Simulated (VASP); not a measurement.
# CuO (P-6m2) in VASP: settings compared

CuO is run at these levels: PBE+U, RPBE+D3(BJ); tasks: single point, relaxation of cell and atoms.

Program: VASP 6.6.1. These are calculated values, not measurements. Logs are shortened: lines on timing, memory, paths and dates and some standing lists are left out, and cuts for length are marked.

## (1) The cell of the first run

The structure is hexagonal, space group P-6m2 (No. 187). The conventional cell has a = 2.918 Å, b = 2.918 Å, c = 2.690 Å, α = 90.00°, β = 90.00°, γ = 120.00°. Cu (site symmetry -6m2) has 6 O at 2.16 Å and 8 Cu at 2.69 to 2.92 Å within 3.0 Å. Within 3.0 Å of O (site symmetry -6m2) lie 6 Cu at 2.16 Å and 8 O at 2.69 to 2.92 Å.

## (2) Single point, PBE+U

Input file INCAR:

```
PREC = Accurate
ENCUT = 520
EDIFF = 1E-6
ISMEAR = -1
SIGMA = 0.05
LREAL = F
LASPH = T
NELM = 150
ALGO = Normal
ISIF = 2
LWAVE = F
LCHARG = F
LMAXMIX = 4
LDAU = T
LDAUTYPE = 2
LDAUL = 2 -1
LDAUU = 5.3 0
LDAUJ = 0 0
LDAUPRINT = 1
GGA = PE
NBANDS = 16
```

Input file KPOINTS:

```
Automatic mesh
0
Gamma
  11 11 10
```

Input file POSCAR:

```
CuO
1.0
    2.9182446341     -0.0000000030      0.0000000000
   -1.4591223145      2.5272739890      0.0000000000
    0.0000000000      0.0000000000      2.6904966436
Cu O
1 1
Direct
    0.0000000000      0.0000000000      0.0000000000
    0.6666666667      0.3333333333      0.5000000000
```

Potentials or basis: VASP PAW PBE potentials, release 64 (Cu, O).

Launch:

```
$ cat potpaw_PBE.64/Cu/POTCAR potpaw_PBE.64/O/POTCAR > POTCAR
$ mpirun -np 1 vasp_std > vasp.out
```

OUTCAR:

```text
PREC = Accurate
   ENCUT = 520
   EDIFF = 1E-6
   ISMEAR = -1
   LREAL = F
   LASPH = T
   NELM = 150
   ISIF = 2
   GGA = PE

 ion  position               nearest neighbor table
   1  0.000  0.000  0.000-   2 2.16   2 2.16   2 2.16   2 2.16   2 2.16   2 2.16
   2  0.667  0.333  0.500-   1 2.16   1 2.16   1 2.16   1 2.16   1 2.16   1 2.16

  LATTYP: Found a hexagonal cell.
 ALAT       =     2.9182446341
 C/A-ratio  =     0.9219571972

  Lattice vectors:

 A1 = (   2.9182446341,  -0.0000000030,   0.0000000000)
 A2 = (  -1.4591223145,   2.5272739890,   0.0000000000)
 A3 = (   0.0000000000,   0.0000000000,   2.6904966436)

Analysis of symmetry for initial positions (statically):
=====================================================================
 Subroutine PRICEL returns:
 Original cell was already a primitive cell.

 Routine SETGRP: Setting up the symmetry group for a
 hexagonal supercell.

 Subroutine GETGRP returns: Found 12 space group operations
 (whereof 12 operations were pure point group operations)
 out of a pool of 24 trial point group operations.

The static configuration has the point symmetry D_3h.

Analysis of symmetry for dynamics (positions and initial velocities):
=====================================================================
 Subroutine PRICEL returns:
 Original cell was already a primitive cell.

 Routine SETGRP: Setting up the symmetry group for a
 hexagonal supercell.

 Subroutine GETGRP returns: Found 12 space group operations
 (whereof 12 operations were pure point group operations)
 out of a pool of 24 trial point group operations.

The dynamic configuration has the point symmetry D_3h.

 Subroutine INISYM returns: Found 12 space group operations
 (whereof 12 operations are pure point group operations),
 and found     1 'primitive' translations

----------------------------------------------------------------------------------------

                                     Primitive cell

  volume of cell :      19.8430

  direct lattice vectors                    reciprocal lattice vectors
     2.918244634 -0.000000003  0.000000000     0.342671752  0.197841628  0.000000000
    -1.459122315  2.527273989  0.000000000     0.000000000  0.395683256  0.000000000
     0.000000000  0.000000000  2.690496644     0.000000000  0.000000000  0.371678590

  length of vectors
     2.918244634  2.918244634  2.690496644     0.395683256  0.395683256  0.371678590

  position of ions in fractional coordinates (direct lattice)
     0.000000000  0.000000000  0.000000000
     0.666666667  0.333333333  0.500000000

  ion indices of the primitive-cell ions
   primitive index   ion index
                 1           1
                 2           2

----------------------------------------------------------------------------------------

 KPOINTS: Automatic mesh

Automatic generation of k-mesh.
 Grid dimensions read from file:
 generate k-points for:   11   11   10

 Generating k-lattice:

  Cartesian coordinates                     Fractional coordinates (reciprocal lattice)
     0.031151977  0.017985603  0.000000000     0.090909091 -0.000000000  0.000000000
     0.000000000  0.035971205  0.000000000    -0.000000000  0.090909091  0.000000000
     0.000000000  0.000000000  0.037167859     0.000000000  0.000000000  0.100000000

  Length of vectors
     0.035971205  0.035971205  0.037167859

  Shift w.r.t. Gamma in fractional coordinates (k-lattice)
     0.000000000  0.000000000  0.000000000

 Subroutine IBZKPT returns following result:
 ===========================================

 Found     96 irreducible k-points:

 Following reciprocal coordinates:
            Coordinates               Weight
  0.000000  0.000000  0.000000      1.000000
  0.090909 -0.000000  0.000000      6.000000
  0.181818 -0.000000  0.000000      6.000000
  0.272727  0.000000  0.000000      6.000000
  0.363636 -0.000000  0.000000      6.000000
  0.454545 -0.000000  0.000000      6.000000
[... 16 lines left out ...]
  0.090909  0.090909  0.100000     12.000000
  0.181818  0.090909  0.100000     24.000000
 [... further k-points ...]
   k-points           NKPTS =     96   k-points in BZ     NKDIM =     96   number of bands    NBANDS=     16
   number of dos      NEDOS =    301   number of ions     NIONS =      2
   total plane-waves  NPLWV =  11520
   dimension x,y,z NGX =    24 NGY =   24 NGZ =   20
   dimension x,y,z NGXF=    48 NGYF=   48 NGZF=   40
   ions per type =               1   1
   NGX,Y,Z   is equivalent  to a cutoff of  13.67, 13.67, 12.36 a.u.
   NGXF,Y,Z  is equivalent  to a cutoff of  27.34, 27.34, 24.72 a.u.
 SYSTEM =  unknown system
   PREC   = accura    normal or accurate (medium, high low for compatibility)
   ISTART =      0    job   : 0-new  1-cont  2-samecut
   ICHARG =      2    charge: 1-file 2-atom 10-const
   ISPIN  =      1    spin polarized calculation?
   LNONCOLLINEAR =      F non collinear calculations
   LSORBIT =      F    spin-orbit coupling
   LASPH  =      T    aspherical Exc in radial PAW
   ENCUT  =  520.0 eV  38.22 Ry    6.18 a.u.   5.43  5.43  5.00*2*pi/ulx,y,z
   NELM   =    150;   NELMIN=  2; NELMDL= -5     # of ELM steps
   EDIFF  = 0.1E-05   stopping-criterion for ELM
   LREAL  =      F    real-space projection
   EDIFFG = 0.1E-04   stopping-criterion for IOM
   NSW    =      0    number of steps for IOM
   IBRION =     -1    ionic relax: 0-MD 1-quasi-New 2-CG
   NFREE  =      0    steps in history (QN), initial steepest desc. (CG)
   ISIF   =      2    stress and relaxation
   ISYM   =      2    0-nonsym 1-usesym 2-fastsym
   POTIM  = 0.5000    time-step for ionic-motion
   TEBEG  =    0.0;   TEEND  =   0.0 temperature during run
   PSTRESS=    0.0 pullay stress
   NELECT =      17.0000    total number of electrons
   NUPDOWN=      -1.0000    fix difference up-down
   EMIN   =  10.00;   EMAX   =-10.00  energy-range for DOS
   EFERMI =   0.00;   METHOD = LEGACY
   ISMEAR =    -1;   SIGMA  =   0.05  broadening in eV -4-tet -1-fermi 0-gaus
   EFERMI_NEDOS =   21; number of points for ismear=-14 and -15
   IALGO  =     38    algorithm
   IMIX   =      4    mixing-type and parameters
     AMIX     =   0.40;   BMIX     =  1.00
     AMIX_MAG =   1.60;   BMIX_MAG =  1.00
  volume/ion in A,a.u.               =       9.92        66.95
  Fermi-wavevector in a.u.,A,eV,Ry     =   1.554852  2.938244 32.892953  2.417564
  Thomas-Fermi vector in A             =   2.658878
   LORBIT       =      0    0 simple, 1 ext, 2 COOP (PROOUT), +10 PAW based schemes
 LDA+U is selected, type is set to LDAUTYPE =  2
   angular momentum for each species LDAUL =     2   -1
   U (eV)           for each species LDAUU =   5.3  0.0
   J (eV)           for each species LDAUJ =   0.0  0.0
   GGA     = PE    functional components
   LHFCALC =     F    Hartree Fock is set to
   AEXX    =    0.0000 exact exchange contribution
   IVDW    =     0    specifies the selected vdW correction
   LEPSILON=     F    determine dielectric tensor
   LRPA    =     F    only Hartree local field effects (RPA)
 non-spin polarized calculation
  energy-cutoff  :      520.00
  volume of cell :       19.84
 maximum number of plane-waves:       551
 NGX is ok and might be reduce to    24
   NGX = 11   NGY = 11   NGZ = 11

atom =   1  type =  1  l = 2

 onsite density matrix

spin component  1

  0.9649  0.0000  0.0000 -0.0000  0.0000
  0.0000  0.8846  0.0000 -0.0000 -0.0000
  0.0000  0.0000  0.9682 -0.0000 -0.0000
 -0.0000 -0.0000 -0.0000  0.8846  0.0000
  0.0000 -0.0000 -0.0000  0.0000  0.9649

spin component  2

  0.9649  0.0000  0.0000 -0.0000  0.0000
  0.0000  0.8846  0.0000 -0.0000 -0.0000
  0.0000  0.0000  0.9682 -0.0000 -0.0000
 -0.0000 -0.0000 -0.0000  0.8846  0.0000
  0.0000 -0.0000 -0.0000  0.0000  0.9649

 occupancies and eigenvectors

  o =  0.8846  v =  0.0000 -0.9690 -0.0000 -0.2469 -0.0000  0.0000  0.0000  0.0000  0.0000  0.0000      0.0000  0.0000  0.0000  0.0000  0.0000  0.0000  0.0000  0.0000  0.0000  0.0000
  o =  0.8846  v =  0.0000  0.0000  0.0000  0.0000  0.0000  0.0000 -0.9690 -0.0000 -0.2469 -0.0000      0.0000  0.0000  0.0000  0.0000  0.0000  0.0000  0.0000  0.0000  0.0000  0.0000
  o =  0.8846  v = -0.0000  0.2469  0.0000 -0.9690 -0.0000  0.0000  0.0000  0.0000  0.0000  0.0000      0.0000  0.0000  0.0000  0.0000  0.0000  0.0000  0.0000  0.0000  0.0000  0.0000
  o =  0.8846  v =  0.0000  0.0000  0.0000  0.0000  0.0000 -0.0000  0.2469  0.0000 -0.9690 -0.0000      0.0000  0.0000  0.0000  0.0000  0.0000  0.0000  0.0000  0.0000  0.0000  0.0000
  o =  0.9649  v =  0.0000  0.0000  0.0000  0.0000  0.0000 -0.9973 -0.0000  0.0000  0.0000 -0.0736      0.0000  0.0000  0.0000  0.0000  0.0000  0.0000  0.0000  0.0000  0.0000  0.0000
  o =  0.9649  v =  0.0000  0.0000  0.0000  0.0000  0.0000 -0.0736  0.0000  0.0000 -0.0000  0.9973      0.0000  0.0000  0.0000  0.0000  0.0000  0.0000  0.0000  0.0000  0.0000  0.0000
  o =  0.9649  v = -0.0736  0.0000  0.0000 -0.0000  0.9973  0.0000  0.0000  0.0000  0.0000  0.0000      0.0000  0.0000  0.0000  0.0000  0.0000  0.0000  0.0000  0.0000  0.0000  0.0000
  o =  0.9649  v = -0.9973 -0.0000  0.0000  0.0000 -0.0736  0.0000  0.0000  0.0000  0.0000  0.0000      0.0000  0.0000  0.0000  0.0000  0.0000  0.0000  0.0000  0.0000  0.0000  0.0000
  o =  0.9682  v = -0.0000  0.0000 -1.0000  0.0000  0.0000  0.0000  0.0000  0.0000  0.0000  0.0000      0.0000  0.0000  0.0000  0.0000  0.0000  0.0000  0.0000  0.0000  0.0000  0.0000
  o =  0.9682  v =  0.0000  0.0000  0.0000  0.0000  0.0000 -0.0000  0.0000 -1.0000  0.0000  0.0000      0.0000  0.0000  0.0000  0.0000  0.0000  0.0000  0.0000  0.0000  0.0000  0.0000

 number of electron      16.9999987 magnetization

 Free energy of the ion-electron system (eV)
  ---------------------------------------------------
  ext. energy  EPLUGINS =         0.00000000
  ---------------------------------------------------
  free energy    TOTEN  =        -7.36662649 eV

  energy without entropy =       -7.34780261  energy(sigma->0) =       -7.35721455

 E-fermi :   4.6932     XC(G=0): -12.0934

 val. band max:        4.6887374583   @ k =   0.2727   0.0000   0.3000
 cond. band min:       4.7172281144   @ k =   0.1818   0.1818   0.0000
 fundamental gap:      0.0284906560
 Fermi energy:         4.6931791226

 k-point     1 :       0.0000    0.0000    0.0000
  band No.  band energies     occupation
      1     -13.9064      2.00000
      2       0.7061      2.00000
      3       0.7061      2.00000
      4       0.8605      2.00000
      5       2.6536      2.00000
      6       2.6536      2.00000
[... 8 lines left out ...]
     15      25.2227      0.00000
     16      30.2039      0.00000

 k-point     2 :       0.0909   -0.0000    0.0000
  band No.  band energies     occupation
      1     -13.8363      2.00000
      2       0.4827      2.00000
      3       0.7650      2.00000
      4       0.9357      2.00000
      5       2.2679      2.00000
      6       2.6466      2.00000
[... 8 lines left out ...]
     15      26.5027      0.00000
     16      30.1710      0.00000

 k-point     3 :       0.1818   -0.0000    0.0000
  band No.  band energies     occupation
      1     -13.6426      2.00000
      2      -0.0319      2.00000
      3       0.9345      2.00000
      4       1.0447      2.00000
      5       1.8176      2.00000
      6       2.6280      2.00000
[... 8 lines left out ...]
     15      27.5682      0.00000
     16      30.5253      0.00000

 k-point     4 :       0.2727    0.0000    0.0000
  band No.  band energies     occupation
      1     -13.3742      2.00000
      2      -0.6767      2.00000
      3       1.1357      2.00000
      4       1.1923      2.00000
      5       1.4593      2.00000
      6       2.6036      2.00000
[... 8 lines left out ...]
     15      27.6110      0.00000
     16      31.2981      0.00000
[... 324 lines left out ...]
 k-point    22 :       0.4545   -0.0000    0.1000
  band No.  band energies     occupation
      1     -12.8913      2.00000
      2      -1.4872      2.00000
      3       0.7930      2.00000
      4       1.4449      2.00000
      5       1.5203      2.00000
      6       2.4806      2.00000
[... 8 lines left out ...]
     15      29.5289      0.00000
     16      31.3183      0.00000

 k-point    23 :       0.0909    0.0909    0.1000
  band No.  band energies     occupation
      1     -13.6247      2.00000
      2       0.2232      2.00000
      3       0.8740      2.00000
      4       0.9118      2.00000
      5       1.7673      2.00000
      6       2.5096      2.00000
[... 8 lines left out ...]
     15      27.8551      0.00000
     16      29.6470      0.00000

 k-point    24 :       0.1818    0.0909    0.1000
  band No.  band energies     occupation
      1     -13.4006      2.00000
      2      -0.3064      2.00000
      3       0.9596      2.00000
      4       1.0394      2.00000
      5       1.5192      2.00000
      6       2.4619      2.00000
[... 8 lines left out ...]
     15      28.0319      0.00000
     16      30.0689      0.00000

 [... further k-points ...]

------------------------ aborting loop because EDIFF is reached ----------------------------------------

  FORCE on cell =-STRESS in cart. coord.  units (eV):
  Direction    XX          YY          ZZ          XY          YZ          ZX
  --------------------------------------------------------------------------------------
  -------------------------------------------------------------------------------------
  Total       -0.6465830     -0.6465830     -0.8542226      0.0000000     -0.0000000      0.0000000
  in kB      -52.2069579    -52.2069578    -68.9723686      0.0000000     -0.0000000      0.0000000
  external PRESSURE =     -57.7954281 kB  Pullay stress =       0.0000000 kB

 VOLUME and BASIS-vectors are now :
 -----------------------------------------------------------------------------
  energy-cutoff  :      520.00
  volume of cell :       19.84
      direct lattice vectors                 reciprocal lattice vectors
     2.918244634 -0.000000003  0.000000000     0.342671752  0.197841628  0.000000000
    -1.459122315  2.527273989  0.000000000     0.000000000  0.395683256  0.000000000
     0.000000000  0.000000000  2.690496644     0.000000000  0.000000000  0.371678590

 POSITION                                       TOTAL-FORCE (eV/Angst)
 -----------------------------------------------------------------------------------
      0.00000      0.00000      0.00000        -0.000000      0.000000      0.000000
      1.45912      0.84242      1.34525         0.000000     -0.000000      0.000000
 -----------------------------------------------------------------------------------
    total drift:                                0.000000     -0.000000      0.000000

  FREE ENERGIE OF THE ION-ELECTRON SYSTEM (eV)
  ---------------------------------------------------
  free  energy   TOTEN  =        -7.3666264927 eV

  energy  without entropy=       -7.3478026110  energy(sigma->0) =       -7.35721455
```

Run time: 44 s. Hardware: 1 thread of Intel Xeon 8259CL, shared host; peak memory 0.15 GiB.

What came out:

```
Free energy            : -7.3666 eV
Pressure               : -5.8 GPa
Band gap on the k mesh : zero (an odd number of electrons rules out a gap without spin polarisation)
```

Stress tensor (GPa, compression positive):
```
-5.22  0.00  0.00
 0.00 -5.22  0.00
 0.00  0.00 -6.90
```

Levels at points of the mesh, in eV from the Fermi level:
| k point | band 7 | band 8 | band 9 | band 10 | band 11 | band 12 |
| --- | --- | --- | --- | --- | --- | --- |
| (0.00, 0.00, 0.00) | -1.67 | -0.19 | -0.19 | 1.76 | 15.71 | 16.28 |
| (0.00, 0.00, 0.50) | -1.93 | -0.10 | -0.10 | 7.86 | 7.96 | 20.84 |

Eigenvalues of the final occupation matrices:
| site | spin | trace | eigenvalues |
| --- | --- | --- | --- |
| site 1 d | 1 | 4.67 | 0.88 0.88 0.96 0.96 0.97 |
| site 1 d | 2 | 4.67 | 0.88 0.88 0.96 0.96 0.97 |

Caveat: the cell stands under tension; an odd number of electrons without spin polarisation forces a metal; a magnetic or distorted state may lie lower; U without spin polarisation on a metal has little footing.

## (3) Relaxation of cell and atoms, RPBE+D3(BJ)

This run uses another cell than the first one, of 9.64 Å³/atom.

Input file INCAR:

```
SYSTEM = CuO
PREC = Accurate ; ENCUT = 600
EDIFF = 1E-6 ; ISMEAR = -1
SIGMA = 0.05 ; LREAL = .False.
LASPH = .True. ; NELM = 100
ALGO = Normal ; ISIF = 3
LWAVE = .False. ; LCHARG = .False.
GGA = RP ; IVDW = 12
IBRION = 2 ; NSW = 60
EDIFFG = -0.01
```

Input file KPOINTS:

```
regular mesh
0
Gamma
  11 11 10
  0 0 0
```

Input file POSCAR:

```
CuO
1.0
    2.8363251100      0.0000000000      0.0000000000
   -1.4181625500      2.4563296000      0.0000000000
    0.0000000000      0.0000000000      2.7681127800
Cu O
1 1
Direct
    0.0000000000      0.0000000000      0.0000000000
    0.6666666667      0.3333333333      0.5000000000
```

Potentials or basis: VASP PAW PBE potentials, release 64 (Cu, O).

Launch:

```
$ cat potpaw_PBE.64/Cu/POTCAR potpaw_PBE.64/O/POTCAR > POTCAR
$ mpirun -np 1 vasp_std > vasp.out
```

Run time: 2.1 min. Hardware: 1 thread of Intel Xeon 8259CL, shared host; peak memory 0.18 GiB.

Results (log left out):

| Item | Value |
| --- | --- |
| Free energy | -10.8701 eV |
| Relaxed volume | 8.73 Å³/atom |
| Relaxed cell | a = 2.757 Å, b = 2.757 Å, c = 2.652 Å, α = 90.00°, β = 90.00°, γ = 120.00° |
| Space group after relaxing (to 0.1 Å) | P-6m2 (No. 187) |
| Energy gained by relaxing | 59.7 meV/atom |
| Ionic steps | 5 |
| Pressure after relaxing | 0.0 GPa |
| Band gap on the k mesh | zero (an odd number of electrons rules out a gap without spin polarisation) |
| Dispersion energy per atom | -1.387 eV |

Step by step:
```csv
step,energy change (eV),largest force (eV/Å),pressure (GPa),volume (Å³)
1,0.0000,0.0000,-18.34,19.29
2,-0.0609,0.0000,17.42,16.36
3,-0.1193,0.0000,-0.35,17.47
4,-0.1193,0.0000,0.15,17.44
5,-0.1193,0.0000,0.03,17.46
```

Final structure:
```xyz
2
Lattice="2.7570 0.0000 0.0000 -1.3785 2.3876 0.0000 0.0000 0.0000 2.6518" Properties=species:S:1:pos:R:3 pbc="T T T"
Cu    0.0000    0.0000    0.0000
O     1.3785    0.7959    1.3259
```

Levels at points of the mesh, in eV from the Fermi level:
```
           k point  band 7  band 8  band 9  band 10  band 11  band 12
(0.00, 0.00, 0.00)   -1.92   -0.17   -0.17     1.59    15.72    17.23
(0.00, 0.00, 0.50)   -1.61   -0.26   -0.26     7.89     8.18    22.37
```

Caveat: the dispersion term is far too large for a dense solid, which distorts pressure and volume; the PAW data sets were made with another functional, which shifts forces and pressure a little; an odd number of electrons without spin polarisation forces a metal; a magnetic or distorted state may lie lower; semilocal functionals often make such compounds metallic where correlation or magnetic order opens a gap, which also shifts bond lengths.

The gap in the log of VASP goes by the Fermi energy; the results here count the filled bands.